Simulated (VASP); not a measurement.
# AlNi3 in VASP: further runs, part 3 of 3

VASP 6.6.1.

## (4) Single point, PBE, collinear spin, ferromagnetic start (10.66 Å³/atom)

This run uses another cell than the first one, of 10.66 Å³/atom.

Input file INCAR:

```
SYSTEM = AlNi3
PREC     = Accurate       ! precision mode
ENCUT    = 520            ! plane-wave cutoff, eV
EDIFF    = 1E-7           ! SCF threshold, eV
ISMEAR   = 0              ! smearing method
SIGMA    = 0.1            ! smearing width, eV
LREAL    = .FALSE.        ! projectors in reciprocal space
LASPH    = .TRUE.         ! aspherical terms in the spheres
NELM     = 150            ! most SCF steps
ALGO     = Normal         ! electronic algorithm
ISIF     = 2              ! what is computed and relaxed
LWAVE    = .FALSE.        ! write WAVECAR
LCHARG   = .FALSE.        ! write CHGCAR
ISPIN    = 2              ! spin polarisation
MAGMOM   = 0 0.3 0.3 0.3  ! initial moments
LORBIT   = 11             ! projections on sites
LMAXMIX  = 4              ! l up to which the mixer works
GGA      = PE             ! functional
NBANDS   = 28             ! bands
```

Input file KPOINTS:

```
Automatic mesh
0
G
  12 12 12
  0 0 0
```

Input file POSCAR:

```
AlNi3
1.0
    3.4938691055      0.0000000000      0.0000000000
    0.0000000000      3.4938691055      0.0000000000
    0.0000000000      0.0000000000      3.4938691055
Al Ni
1 3
Direct
    0.0000000000      0.0000000000      0.0000000000
    0.0000000000      0.5000000000      0.5000000000
    0.5000000000      0.0000000000      0.5000000000
    0.5000000000      0.5000000000      0.0000000000
```

Potentials or basis: VASP PAW PBE potentials, release 64 (Al, Ni).

Run with:

```
cat potpaw_PBE.64/Al/POTCAR potpaw_PBE.64/Ni/POTCAR > POTCAR
mpirun -np 1 vasp_std > vasp.out
```

OUTCAR:

```text
SYSTEM = AlNi3
   PREC = Accurate
   ENCUT = 520
   EDIFF = 1E-7
   ISMEAR = 0
   LREAL = .FALSE.
   LASPH = .TRUE.
   NELM = 150
   ISIF = 2
   ISPIN = 2
   LORBIT = 11
   GGA = PE

 ion  position               nearest neighbor table
   1  0.000  0.000  0.000-   2 2.47   3 2.47   4 2.47   2 2.47   3 2.47   2 2.47   4 2.47   2 2.47
                             3 2.47   4 2.47   3 2.47   4 2.47
   2  0.000  0.500  0.500-   1 2.47   3 2.47   4 2.47   1 2.47   4 2.47   1 2.47   3 2.47   1 2.47
                             3 2.47   4 2.47   4 2.47   3 2.47
   3  0.500  0.000  0.500-   1 2.47   2 2.47   4 2.47   1 2.47   4 2.47   2 2.47   4 2.47   4 2.47
                             1 2.47   2 2.47   1 2.47   2 2.47
   4  0.500  0.500  0.000-   1 2.47   2 2.47   3 2.47   2 2.47   3 2.47   1 2.47   3 2.47   3 2.47
                             1 2.47   2 2.47   2 2.47   1 2.47

  LATTYP: Found a simple cubic cell.
 ALAT       =     3.4938691055

  Lattice vectors:

 A1 = (   3.4938691055,   0.0000000000,   0.0000000000)
 A2 = (   0.0000000000,   3.4938691055,   0.0000000000)
 A3 = (   0.0000000000,   0.0000000000,   3.4938691055)

Analysis of symmetry for initial positions (statically):
=====================================================================
 Subroutine PRICEL returns:
 Original cell was already a primitive cell.

 Routine SETGRP: Setting up the symmetry group for a
 simple cubic supercell.

 Subroutine GETGRP returns: Found 48 space group operations
 (whereof 48 operations were pure point group operations)
 out of a pool of 48 trial point group operations.

The static configuration has the point symmetry O_h .

Analysis of symmetry for dynamics (positions and initial velocities):
=====================================================================
 Subroutine PRICEL returns:
 Original cell was already a primitive cell.

 Routine SETGRP: Setting up the symmetry group for a
 simple cubic supercell.

 Subroutine GETGRP returns: Found 48 space group operations
 (whereof 48 operations were pure point group operations)
 out of a pool of 48 trial point group operations.

The dynamic configuration has the point symmetry O_h .

Analysis of structural, dynamic, and magnetic symmetry:
=====================================================================
 Subroutine PRICEL returns:
 Original cell was already a primitive cell.

 Routine SETGRP: Setting up the symmetry group for a
 simple cubic supercell.

 Subroutine GETGRP returns: Found 48 space group operations
 (whereof 48 operations were pure point group operations)
 out of a pool of 48 trial point group operations.

The overall configuration has the point symmetry O_h .

 Subroutine INISYM returns: Found 48 space group operations
 (whereof 48 operations are pure point group operations),
 and found     1 'primitive' translations

----------------------------------------------------------------------------------------

                                     Primitive cell

  volume of cell :      42.6501

  direct lattice vectors                    reciprocal lattice vectors
     3.493869105  0.000000000  0.000000000     0.286215645  0.000000000  0.000000000
     0.000000000  3.493869105  0.000000000     0.000000000  0.286215645  0.000000000
     0.000000000  0.000000000  3.493869105     0.000000000  0.000000000  0.286215645

  length of vectors
     3.493869105  3.493869105  3.493869105     0.286215645  0.286215645  0.286215645

  position of ions in fractional coordinates (direct lattice)
[... 81 lines left out ...]
   ENCUT  =  520.0 eV  38.22 Ry    6.18 a.u.   6.50  6.50  6.50*2*pi/ulx,y,z
   NELM   =    150;   NELMIN=  2; NELMDL= -5     # of ELM steps
   EDIFF  = 0.1E-06   stopping-criterion for ELM
   LREAL  =      F    real-space projection
   EDIFFG = 0.1E-05   stopping-criterion for IOM
   NSW    =      0    number of steps for IOM
   IBRION =     -1    ionic relax: 0-MD 1-quasi-New 2-CG
   NFREE  =      0    steps in history (QN), initial steepest desc. (CG)
   ISIF   =      2    stress and relaxation
   ISYM   =      2    0-nonsym 1-usesym 2-fastsym
   POTIM  = 0.5000    time-step for ionic-motion
   TEBEG  =    0.0;   TEEND  =   0.0 temperature during run
   PSTRESS=    0.0 pullay stress
   NELECT =      33.0000    total number of electrons
   NUPDOWN=      -1.0000    fix difference up-down
   EMIN   =  10.00;   EMAX   =-10.00  energy-range for DOS
   EFERMI =   0.00;   METHOD = LEGACY
   ISMEAR =     0;   SIGMA  =   0.10  broadening in eV -4-tet -1-fermi 0-gaus
   EFERMI_NEDOS =   21; number of points for ismear=-14 and -15
   IALGO  =     38    algorithm
   IMIX   =      4    mixing-type and parameters
     AMIX     =   0.40;   BMIX     =  1.00
     AMIX_MAG =   1.60;   BMIX_MAG =  1.00
  volume/ion in A,a.u.               =      10.66        71.95
  Fermi-wavevector in a.u.,A,eV,Ry     =   1.502933  2.840131 30.732928  2.258806
  Thomas-Fermi vector in A             =   2.614109
   LORBIT       =     11    0 simple, 1 ext, 2 COOP (PROOUT), +10 PAW based schemes
   GGA     = PE    functional components
   LHFCALC =     F    Hartree Fock is set to
   AEXX    =    0.0000 exact exchange contribution
   IVDW    =     0    specifies the selected vdW correction
   LEPSILON=     F    determine dielectric tensor
   LRPA    =     F    only Hartree local field effects (RPA)
 spin polarized calculation
 Gauss-broadening in eV      SIGMA  =   0.10
  energy-cutoff  :      520.00
  volume of cell :       42.65
 maximum number of plane-waves:      1189
 NGX is ok and might be reduce to    28
   NGX = 13   NGY = 13   NGZ = 13

 number of electron      32.9999976 magnetization       0.6755973

 Free energy of the ion-electron system (eV)
  ---------------------------------------------------
  ext. energy  EPLUGINS =         0.00000000
  ---------------------------------------------------
  free energy    TOTEN  =       -21.80202175 eV

  energy without entropy =      -21.78604282  energy(sigma->0) =      -21.79403228

 E-fermi :  10.2854     XC(G=0): -12.9900

 val. band max:       10.2845107152   @ k =   0.3333   0.3333   0.1667
 cond. band min:      10.2869933151   @ k =   0.2500   0.2500   0.0000
 fundamental gap:      0.0024825999
 Fermi energy:        10.2854233164

 spin component 1

 k-point     1 :       0.0000    0.0000    0.0000
  band No.  band energies     occupation
      1      -0.0592      1.00000
      2       5.6570      1.00000
      3       6.3621      1.00000
      4       6.3621      1.00000
      5       6.7412      1.00000
      6       6.7412      1.00000
[... 733 lines left out ...]
     27      24.1505      0.00000
     28      24.5426      0.00000

 [... further k-points ...]

 spin component 2

 k-point     1 :       0.0000    0.0000    0.0000
  band No.  band energies     occupation
      1      -0.0871      1.00000
      2       5.7290      1.00000
      3       6.5044      1.00000
      4       6.5044      1.00000
      5       7.0128      1.00000
      6       7.0128      1.00000
[... 733 lines left out ...]
     27      24.1306      0.00000
     28      24.5566      0.00000

 [... further k-points ...]
[... 5 lines left out ...]
  --------------------------------------------------------------------------------------
  -------------------------------------------------------------------------------------
  Total        3.4290096      3.4290096      3.4290096      0.0000000      0.0000000     -0.0000000
  in kB      128.8129096    128.8129096    128.8129096      0.0000000      0.0000000     -0.0000000
  external PRESSURE =     128.8129096 kB  Pullay stress =       0.0000000 kB

 VOLUME and BASIS-vectors are now :
 -----------------------------------------------------------------------------
  energy-cutoff  :      520.00
  volume of cell :       42.65
      direct lattice vectors                 reciprocal lattice vectors
     3.493869105  0.000000000  0.000000000     0.286215645  0.000000000  0.000000000
     0.000000000  3.493869105  0.000000000     0.000000000  0.286215645  0.000000000
     0.000000000  0.000000000  3.493869105     0.000000000  0.000000000  0.286215645

 POSITION                                       TOTAL-FORCE (eV/Angst)
 -----------------------------------------------------------------------------------
      0.00000      0.00000      0.00000         0.000000      0.000000      0.000000
      0.00000      1.74693      1.74693         0.000000      0.000000      0.000000
      1.74693      0.00000      1.74693         0.000000      0.000000      0.000000
      1.74693      1.74693      0.00000         0.000000      0.000000      0.000000
 -----------------------------------------------------------------------------------
    total drift:                                0.000000      0.000000      0.000000

  FREE ENERGIE OF THE ION-ELECTRON SYSTEM (eV)
  ---------------------------------------------------
  free  energy   TOTEN  =       -21.8020217489 eV

  energy  without entropy=      -21.7860428189  energy(sigma->0) =      -21.79403228

 total charge

# of ion       s       p       d       tot
------------------------------------------
    1        0.415   0.417   0.000   0.832
    2        0.519   0.570   8.409   9.497
    3        0.519   0.570   8.409   9.497
    4        0.519   0.570   8.409   9.497
--------------------------------------------------
tot          1.971   2.126  25.226  29.323

 magnetization (x)

# of ion       s       p       d       tot
------------------------------------------
    1       -0.001  -0.008   0.000  -0.008
    2       -0.003  -0.010   0.252   0.239
    3       -0.003  -0.010   0.252   0.239
    4       -0.003  -0.010   0.252   0.239
--------------------------------------------------
tot         -0.010  -0.037   0.756   0.709
```

Run time: 8.1 min. Hardware: 1 thread of Intel Xeon 8259CL, shared host; peak memory 0.28 GiB.

Results:

```
Free energy                                           : -21.8020 eV
Pressure                                              : 12.9 GPa
Net moment                                            : 0.68 μB per cell
Site moments                                          : Al -0.01; Ni +0.24 μB
Valence electrons inside the program's atomic spheres : Al 0.83; Ni 9.50
```

Levels at points of the mesh, in eV from the Fermi level:
Spin up:
| k point | band 15 | band 16 | band 17 | band 18 | band 19 | band 20 |
| --- | --- | --- | --- | --- | --- | --- |
| (0.00, 0.00, 0.00) | -0.06 | -0.06 | 0.88 | 0.88 | 0.88 | 6.87 |
| (0.50, 0.00, 0.00) | -1.10 | -0.52 | -0.05 | 5.77 | 5.77 | 5.78 |
| (0.50, 0.50, 0.00) | -1.03 | -1.02 | -0.61 | 0.92 | 0.92 | 8.43 |
| (0.50, 0.50, 0.50) | -1.13 | -0.25 | -0.25 | -0.25 | -0.25 | 3.74 |
Spin down:
```tsv
k point	band 14	band 15	band 16	band 17	band 18	band 19
(0.00, 0.00, 0.00)	0.36	0.36	0.36	0.85	0.85	0.85
(0.50, 0.00, 0.00)	-1.00	-0.88	-0.35	0.36	5.82	5.82
(0.50, 0.50, 0.00)	-1.16	-0.84	-0.64	-0.49	1.20	1.20
(0.50, 0.50, 0.50)	-0.96	-0.96	-0.27	0.11	0.11	0.11
```

Caveat: the cell stands under pressure.

## (5) Single point, PBE, collinear spin, ferromagnetic start (uniaxial strain along a: -3.0 %)

Edit INCAR of step 4 so:

```diff
@@ -3,3 +3,3 @@
 ENCUT    = 520            ! plane-wave cutoff, eV
-EDIFF    = 1E-7           ! SCF threshold, eV
+EDIFF    = 1E-6           ! SCF threshold, eV
 ISMEAR   = 0              ! smearing method
```

Input file KPOINTS:

```
Automatic mesh
0
G
  14 14 14
  0 0 0
```

Input file POSCAR:

```
AlNi3
1.0
    3.4596785277      0.0000000000      0.0000000000
    0.0000000000      3.5934289863      0.0000000000
    0.0000000000      0.0000000000      3.5934289863
Al Ni
1 3
Direct
    0.0000000000      0.0000000000      0.0000000000
    0.0000000000      0.5000000000      0.5000000000
    0.5000000000      0.0000000000      0.5000000000
    0.5000000000      0.5000000000      0.0000000000
```

Potentials or basis: VASP PAW PBE potentials, release 64 (Al, Ni).

Run with:

```
cat potpaw_PBE.64/Al/POTCAR potpaw_PBE.64/Ni/POTCAR > POTCAR
mpirun -np 1 vasp_std > vasp.out
```

OUTCAR:

```text
SYSTEM = AlNi3
   PREC = Accurate
   ENCUT = 520
   EDIFF = 1E-6
   ISMEAR = 0
   LREAL = .FALSE.
   LASPH = .TRUE.
   NELM = 150
   ISIF = 2
   ISPIN = 2
   LORBIT = 11
   GGA = PE

 ion  position               nearest neighbor table
   1  0.000  0.000  0.000-   3 2.49   4 2.49   3 2.49   4 2.49   3 2.49   4 2.49   3 2.49   4 2.49
                             2 2.54   2 2.54   2 2.54   2 2.54
   2  0.000  0.500  0.500-   3 2.49   4 2.49   4 2.49   3 2.49   3 2.49   4 2.49   4 2.49   3 2.49
                             1 2.54   1 2.54   1 2.54   1 2.54
   3  0.500  0.000  0.500-   1 2.49   2 2.49   1 2.49   2 2.49   1 2.49   2 2.49   1 2.49   2 2.49
                             4 2.54   4 2.54   4 2.54   4 2.54
   4  0.500  0.500  0.000-   1 2.49   2 2.49   2 2.49   1 2.49   1 2.49   2 2.49   2 2.49   1 2.49
                             3 2.54   3 2.54   3 2.54   3 2.54

[... 1724 lines left out ...]

 POSITION                                       TOTAL-FORCE (eV/Angst)
 -----------------------------------------------------------------------------------
      0.00000      0.00000      0.00000         0.000000      0.000000      0.000000
      0.00000      1.79671      1.79671         0.000000      0.000000      0.000000
      1.72984      0.00000      1.79671         0.000000      0.000000      0.000000
      1.72984      1.79671      0.00000         0.000000      0.000000      0.000000
 -----------------------------------------------------------------------------------
    total drift:                                0.000000      0.000000      0.000000

  FREE ENERGIE OF THE ION-ELECTRON SYSTEM (eV)
  ---------------------------------------------------
  free  energy   TOTEN  =       -21.8873470712 eV

  energy  without entropy=      -21.8697035136  energy(sigma->0) =      -21.87852529

 total charge

# of ion       s       p       d       tot
------------------------------------------
    1        0.409   0.397   0.000   0.806
    2        0.497   0.525   8.379   9.400
    3        0.497   0.526   8.389   9.412
    4        0.497   0.526   8.389   9.412
--------------------------------------------------
tot          1.901   1.973  25.156  29.031

 magnetization (x)

# of ion       s       p       d       tot
------------------------------------------
    1       -0.000  -0.008   0.000  -0.008
    2       -0.003  -0.009   0.270   0.258
    3       -0.003  -0.009   0.249   0.237
    4       -0.003  -0.009   0.249   0.237
--------------------------------------------------
tot         -0.009  -0.035   0.768   0.724
```

OSZICAR:

```text
N       E                     dE             d eps       ncg     rms          rms(c)
DAV:   1     0.196337022998E+03    0.19634E+03   -0.13676E+04 32912   0.150E+03
DAV:   2    -0.134090880130E+02   -0.20975E+03   -0.19398E+03 32328   0.294E+02
DAV:   3    -0.258627821976E+02   -0.12454E+02   -0.11560E+02 35884   0.894E+01
DAV:   4    -0.260883862927E+02   -0.22560E+00   -0.22521E+00 36752   0.115E+01
DAV:   5    -0.260966457709E+02   -0.82595E-02   -0.82587E-02 38020   0.196E+00    0.196E+01
DAV:   6    -0.270287617686E+02   -0.93212E+00   -0.31385E+01 37588   0.101E+02    0.210E+01
DAV:   7    -0.219463402428E+02    0.50824E+01   -0.11661E+01 38600   0.552E+01    0.250E+00
DAV:   8    -0.219532755084E+02   -0.69353E-02   -0.27550E-01 48636   0.110E+01    0.296E+00
DAV:   9    -0.218996162667E+02    0.53659E-01   -0.90630E-02 39620   0.114E+01    0.130E+00
DAV:  10    -0.218830441680E+02    0.16572E-01   -0.20754E-02 42744   0.267E+00    0.554E-01
DAV:  11    -0.218841552685E+02   -0.11111E-02   -0.28536E-03 35568   0.520E-01    0.444E-01
DAV:  12    -0.218870636537E+02   -0.29084E-02   -0.23341E-03 41144   0.874E-01    0.291E-01
DAV:  13    -0.218870907003E+02   -0.27047E-04   -0.17305E-03 43736   0.695E-01    0.136E-01
DAV:  14    -0.218873424664E+02   -0.25177E-03   -0.39742E-04 41084   0.343E-01    0.441E-02
DAV:  15    -0.218873478622E+02   -0.53958E-05   -0.22224E-05 39500   0.806E-02    0.214E-02
DAV:  16    -0.218873470712E+02    0.79104E-06   -0.33779E-06 32132   0.312E-02
   1 F= -.21887347E+02 E0= -.21878525E+02  d E =-.176436E-01  mag=     0.6875
```

It took 21 min on 1 thread of Oxide Virtual Turin-like, shared host; peak memory 0.53 GiB.

What came out:

* Free energy: -21.8873 eV
* Pressure: 2.9 GPa
* Net moment: 0.68 μB per cell
* Site moments: Al -0.01; Ni +0.26, +0.24 (each value once) μB
* Valence electrons inside the program's atomic spheres: Al 0.81; Ni 9.40, 9.41 (each value once)

Stress tensor (GPa, compression positive):
```
5.01 0.00 0.00
0.00 1.86 0.00
0.00 0.00 1.86
```

Caveat: the cell differs from its parent crystal (uniaxial strain along a: -3.0 %).

## (6) The runs side by side

```csv
cell,k mesh,gap on the mesh (eV),pressure (GPa),moment (μB)
"a = 3.418 Å, 4 atoms",12 × 12 × 12,none,30.6,0.00
"a = 3.456 Å, 4 atoms",12 × 12 × 12,none,21.1,0.65
"a = 3.494 Å, 4 atoms",12 × 12 × 12,none,12.9,0.68
"a = 3.460, b = 3.593, c = 3.593 Å, 4 atoms",14 × 14 × 14,none,2.9,0.68
```

Alike in all rows: task single point; level PBE; potentials or basis VASP PAW PBE potentials, release 64 (Al, Ni); spin collinear, ferromagnetic start; cutoff (eV) 520; smearing gaussian 0.1 eV.

Caveats: the cell stands under pressure (at least some runs).

Total energies depend on the potentials used, so only differences within one code and one set of settings carry meaning.
